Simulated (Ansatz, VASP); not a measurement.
Yb in VASP and in Ansatz

```
CELL_PARAMETERS angstrom
-0.14365 2.61179 2.68361
2.46814 0.00000 2.53997
2.61179 2.61179 -0.14365
ATOMIC_POSITIONS crystal
Yb 0.00000 0.00000 0.00000
```

Change from the starting cell: engineering shear strain xz -0.1100, normal strain along z +0.0275.

Alike in both runs: task single point; functional PBE; k mesh 14 × 14 × 14; occupations gaussian, width 0.15 eV; no spin polarisation.

|  | VASP | Ansatz |
| --- | --- | --- |
| version | VASP 6.6.1 | Ansatz 0.2.0 |
| potentials or method | VASP PAW PBE potentials, release 64 (Yb), cutoff 520 eV | scalar-relativistic, plane waves, PAW |
| valence electrons in the cell | 24 | 24 |

|  | VASP | Ansatz | Ansatz less VASP |
| --- | --- | --- | --- |
| gap on the k mesh at the Fermi level (eV) | none | none | - |
| pressure (GPa) | 2.2 | -0.3 | -2.45 |
| traceless stress, the component that is largest in VASP (GPa) | 2.27 | 2.27 | -0.002 |

A gap of «none» marks a metal or a gap that the smearing closes.

Spin-orbit coupling is off throughout.
